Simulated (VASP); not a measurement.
# SnO (Pm-3m) in VASP: settings compared, part 2 of 2

VASP 6.6.1.

### Step 6. Single point, PBE

This run uses another cell than the first one, of 14.94 Å³/atom, 0.945 times its volume.

INCAR reads:

```
SYSTEM = SnO
PREC = Accurate
ENCUT = 520
EDIFF = 1E-6
ISMEAR = -1
SIGMA = 0.02
LREAL = .FALSE.
LASPH = .TRUE.
NELM = 80
ALGO = Normal
ISIF = 2
LWAVE = .FALSE.
LCHARG = .FALSE.
GGA = PE
NBANDS = 17
```

KPOINTS reads:

```
regular mesh
0
G
  8 8 8
  0 0 0
```

POSCAR reads:

```
SnO
1.0
    3.1034067827      0.0000000000      0.0000000000
    0.0000000000      3.1034067827      0.0000000000
    0.0000000000      0.0000000000      3.1034067827
Sn O
1 1
Direct
    0.0000000000      0.0000000000      0.0000000000
    0.5000000000      0.5000000000      0.5000000000
```

Potentials or basis: VASP PAW PBE potentials, release 64 (Sn_d, O).

The run is started by

```sh
$ cat potpaw_PBE.64/Sn_d/POTCAR potpaw_PBE.64/O/POTCAR > POTCAR
$ mpirun -np 1 vasp_std > vasp.out
```

OUTCAR:

```text
SYSTEM = SnO
   PREC = Accurate
   ENCUT = 520
   EDIFF = 1E-6
   ISMEAR = -1
   LREAL = .FALSE.
   LASPH = .TRUE.
   NELM = 80
   ISIF = 2
   GGA = PE

 ion  position               nearest neighbor table
   1  0.000  0.000  0.000-   2 2.69   2 2.69   2 2.69   2 2.69   2 2.69   2 2.69   2 2.69   2 2.69

   2  0.500  0.500  0.500-   1 2.69   1 2.69   1 2.69   1 2.69   1 2.69   1 2.69   1 2.69   1 2.69

  LATTYP: Found a simple cubic cell.
 ALAT       =     3.1034067827

  Lattice vectors:

 A1 = (   3.1034067827,   0.0000000000,   0.0000000000)
 A2 = (   0.0000000000,   3.1034067827,   0.0000000000)
 A3 = (   0.0000000000,   0.0000000000,   3.1034067827)

Analysis of symmetry for initial positions (statically):
=====================================================================
 Subroutine PRICEL returns:
 Original cell was already a primitive cell.

 Routine SETGRP: Setting up the symmetry group for a
 simple cubic supercell.

 Subroutine GETGRP returns: Found 48 space group operations
 (whereof 48 operations were pure point group operations)
 out of a pool of 48 trial point group operations.

The static configuration has the point symmetry O_h .

Analysis of symmetry for dynamics (positions and initial velocities):
=====================================================================
 Subroutine PRICEL returns:
 Original cell was already a primitive cell.

 Routine SETGRP: Setting up the symmetry group for a
 simple cubic supercell.

 Subroutine GETGRP returns: Found 48 space group operations
 (whereof 48 operations were pure point group operations)
 out of a pool of 48 trial point group operations.

The dynamic configuration has the point symmetry O_h .

 Subroutine INISYM returns: Found 48 space group operations
 (whereof 48 operations are pure point group operations),
 and found     1 'primitive' translations

----------------------------------------------------------------------------------------

                                     Primitive cell

  volume of cell :      29.8893

  direct lattice vectors                    reciprocal lattice vectors
     3.103406783  0.000000000  0.000000000     0.322226530  0.000000000  0.000000000
     0.000000000  3.103406783  0.000000000     0.000000000  0.322226530  0.000000000
     0.000000000  0.000000000  3.103406783     0.000000000  0.000000000  0.322226530

  length of vectors
     3.103406783  3.103406783  3.103406783     0.322226530  0.322226530  0.322226530

  position of ions in fractional coordinates (direct lattice)
     0.000000000  0.000000000  0.000000000
     0.500000000  0.500000000  0.500000000

  ion indices of the primitive-cell ions
   primitive index   ion index
                 1           1
                 2           2

----------------------------------------------------------------------------------------

 KPOINTS: regular mesh

Automatic generation of k-mesh.
 Grid dimensions read from file:
 generate k-points for:    8    8    8

 Generating k-lattice:

  Cartesian coordinates                     Fractional coordinates (reciprocal lattice)
     0.040278316  0.000000000  0.000000000     0.125000000  0.000000000  0.000000000
     0.000000000  0.040278316  0.000000000     0.000000000  0.125000000  0.000000000
     0.000000000  0.000000000  0.040278316     0.000000000  0.000000000  0.125000000

  Length of vectors
     0.040278316  0.040278316  0.040278316

  Shift w.r.t. Gamma in fractional coordinates (k-lattice)
     0.000000000  0.000000000  0.000000000

 Subroutine IBZKPT returns following result:
 ===========================================

 Found     35 irreducible k-points:

 Following reciprocal coordinates:
            Coordinates               Weight
  0.000000  0.000000  0.000000      1.000000
  0.125000  0.000000  0.000000      6.000000
  0.250000  0.000000  0.000000      6.000000
  0.375000  0.000000  0.000000      6.000000
  0.500000  0.000000  0.000000      3.000000
  0.125000  0.125000  0.000000     12.000000
[... 16 lines left out ...]
  0.375000  0.375000  0.125000     24.000000
  0.500000  0.375000  0.125000     24.000000
 [... further k-points ...]
   k-points           NKPTS =     35   k-points in BZ     NKDIM =     35   number of bands    NBANDS=     17
   number of dos      NEDOS =    301   number of ions     NIONS =      2
   total plane-waves  NPLWV =  13824
   dimension x,y,z NGX =    24 NGY =   24 NGZ =   24
   dimension x,y,z NGXF=    48 NGYF=   48 NGZF=   48
   ions per type =               1   1
   NGX,Y,Z   is equivalent  to a cutoff of  12.86, 12.86, 12.86 a.u.
   NGXF,Y,Z  is equivalent  to a cutoff of  25.71, 25.71, 25.71 a.u.
 SYSTEM =  SnO
   PREC   = accura    normal or accurate (medium, high low for compatibility)
   ISTART =      0    job   : 0-new  1-cont  2-samecut
   ICHARG =      2    charge: 1-file 2-atom 10-const
   ISPIN  =      1    spin polarized calculation?
   LNONCOLLINEAR =      F non collinear calculations
   LSORBIT =      F    spin-orbit coupling
   LASPH  =      T    aspherical Exc in radial PAW
   ENCUT  =  520.0 eV  38.22 Ry    6.18 a.u.   5.77  5.77  5.77*2*pi/ulx,y,z
   NELM   =     80;   NELMIN=  2; NELMDL= -5     # of ELM steps
   EDIFF  = 0.1E-05   stopping-criterion for ELM
   LREAL  =      F    real-space projection
   EDIFFG = 0.1E-04   stopping-criterion for IOM
   NSW    =      0    number of steps for IOM
   IBRION =     -1    ionic relax: 0-MD 1-quasi-New 2-CG
   NFREE  =      0    steps in history (QN), initial steepest desc. (CG)
   ISIF   =      2    stress and relaxation
   ISYM   =      2    0-nonsym 1-usesym 2-fastsym
   POTIM  = 0.5000    time-step for ionic-motion
   TEBEG  =    0.0;   TEEND  =   0.0 temperature during run
   PSTRESS=    0.0 pullay stress
   NELECT =      20.0000    total number of electrons
   NUPDOWN=      -1.0000    fix difference up-down
   EMIN   =  10.00;   EMAX   =-10.00  energy-range for DOS
   EFERMI =   0.00;   METHOD = LEGACY
   ISMEAR =    -1;   SIGMA  =   0.02  broadening in eV -4-tet -1-fermi 0-gaus
   EFERMI_NEDOS =   21; number of points for ismear=-14 and -15
   IALGO  =     38    algorithm
   IMIX   =      4    mixing-type and parameters
     AMIX     =   0.40;   BMIX     =  1.00
     AMIX_MAG =   1.60;   BMIX_MAG =  1.00
  volume/ion in A,a.u.               =      14.94       100.85
  Fermi-wavevector in a.u.,A,eV,Ry     =   1.431900  2.705899 27.896550  2.050339
  Thomas-Fermi vector in A             =   2.551586
   LORBIT       =      0    0 simple, 1 ext, 2 COOP (PROOUT), +10 PAW based schemes
   GGA     = PE    functional components
[... 5 lines left out ...]
 non-spin polarized calculation
  energy-cutoff  :      520.00
  volume of cell :       29.89
 maximum number of plane-waves:       840
 NGX is ok and might be reduce to    24
   NGX = 11   NGY = 11   NGZ = 11

 number of electron      19.9999991 magnetization

 Free energy of the ion-electron system (eV)
  ---------------------------------------------------
  ext. energy  EPLUGINS =         0.00000000
  ---------------------------------------------------
  free energy    TOTEN  =        -9.82513485 eV

  energy without entropy =       -9.82426512  energy(sigma->0) =       -9.82469998

 E-fermi :   8.5200     XC(G=0): -11.4092

 val. band max:        8.5061963312   @ k =   0.5000   0.1250   0.0000
 cond. band min:       8.5677436047   @ k =   0.5000   0.1250   0.0000
 fundamental gap:      0.0615472735
 Fermi energy:         8.5200052007

 k-point     1 :       0.0000    0.0000    0.0000
  band No.  band energies     occupation
      1     -13.3394      2.00000
      2     -13.3394      2.00000
      3     -12.9620      2.00000
      4     -12.9620      2.00000
      5     -12.9620      2.00000
      6      -9.6952      2.00000
[... 9 lines left out ...]
     16      27.6685      0.00000
     17      28.0688      0.00000

 k-point     2 :       0.1250    0.0000    0.0000
  band No.  band energies     occupation
      1     -13.3369      2.00000
      2     -13.2995      2.00000
      3     -12.9761      2.00000
      4     -12.9761      2.00000
      5     -12.9609      2.00000
      6      -9.6012      2.00000
[... 9 lines left out ...]
     16      26.1282      0.00000
     17      27.1515      0.00000
[... 421 lines left out ...]
 k-point    24 :       0.5000    0.3750    0.1250
  band No.  band energies     occupation
      1     -13.2256      2.00000
      2     -13.1576      2.00000
      3     -13.0637      2.00000
      4     -13.0467      2.00000
      5     -12.9199      2.00000
      6      -8.4257      2.00000
[... 9 lines left out ...]
     16      22.9771      0.00000
     17      25.6861      0.00000

 [... further k-points ...]
[... 5 lines left out ...]
  --------------------------------------------------------------------------------------
  -------------------------------------------------------------------------------------
  Total        0.5489743      0.5489743      0.5489743     -0.0000000     -0.0000000     -0.0000000
  in kB       29.4270352     29.4270352     29.4270352     -0.0000000     -0.0000000     -0.0000000
  external PRESSURE =      29.4270352 kB  Pullay stress =       0.0000000 kB

 VOLUME and BASIS-vectors are now :
 -----------------------------------------------------------------------------
  energy-cutoff  :      520.00
  volume of cell :       29.89
      direct lattice vectors                 reciprocal lattice vectors
     3.103406783  0.000000000  0.000000000     0.322226530  0.000000000  0.000000000
     0.000000000  3.103406783  0.000000000     0.000000000  0.322226530  0.000000000
     0.000000000  0.000000000  3.103406783     0.000000000  0.000000000  0.322226530

 POSITION                                       TOTAL-FORCE (eV/Angst)
 -----------------------------------------------------------------------------------
      0.00000      0.00000      0.00000         0.000000      0.000000      0.000000
      1.55170      1.55170      1.55170         0.000000      0.000000      0.000000
 -----------------------------------------------------------------------------------
    total drift:                                0.000000      0.000000     -0.000000

  FREE ENERGIE OF THE ION-ELECTRON SYSTEM (eV)
  ---------------------------------------------------
  free  energy   TOTEN  =        -9.8251348484 eV

  energy  without entropy=       -9.8242651209  energy(sigma->0) =       -9.82469998
```

Run time: 12 s. Hardware: 1 thread of Intel Xeon Platinum 8259CL at 2.50GHz (Skylake/Cascade Lake), shared host; peak memory 0.15 GiB.

Results:

| Item | Value |
| --- | --- |
| Free energy | -9.8251 eV |
| Pressure | 2.9 GPa |
| Band gap on the k mesh | zero (band 10 reaches 8.51 eV, above the bottom of band 11 at 8.38 eV) |

Caveat: spin-orbit coupling is left out, which moves the levels of the heavy elements.

### Step 7. Overview

```tsv
level	cell	k mesh	gap on the mesh (eV)	pressure (GPa)
PBE	a = 3.162 Å, 2 atoms	6 × 6 × 6	0.37	-2.5
PBE	a = 3.193 Å, 2 atoms	6 × 6 × 6	0.45	-4.9
r2SCAN	a = 3.040 Å, 2 atoms	6 × 6 × 6	0.14	8.4
r2SCAN	a = 3.072 Å, 2 atoms	6 × 6 × 6	0.25	4.0
PBE	a = 3.103 Å, 2 atoms	8 × 8 × 8	none	2.9
```

Alike in all rows: task single point; potentials or basis VASP PAW PBE potentials, release 64 (Sn_d, O); no spin polarisation; cutoff (eV) 520; smearing fermi-dirac 0.02 eV.

Caveats: spin-orbit coupling is left out, which moves the levels of the heavy elements; the PAW data sets were made with another functional, which shifts forces and pressure a little (some runs).

Total energies depend on the potentials used, so only differences within one code and one set of settings carry meaning.
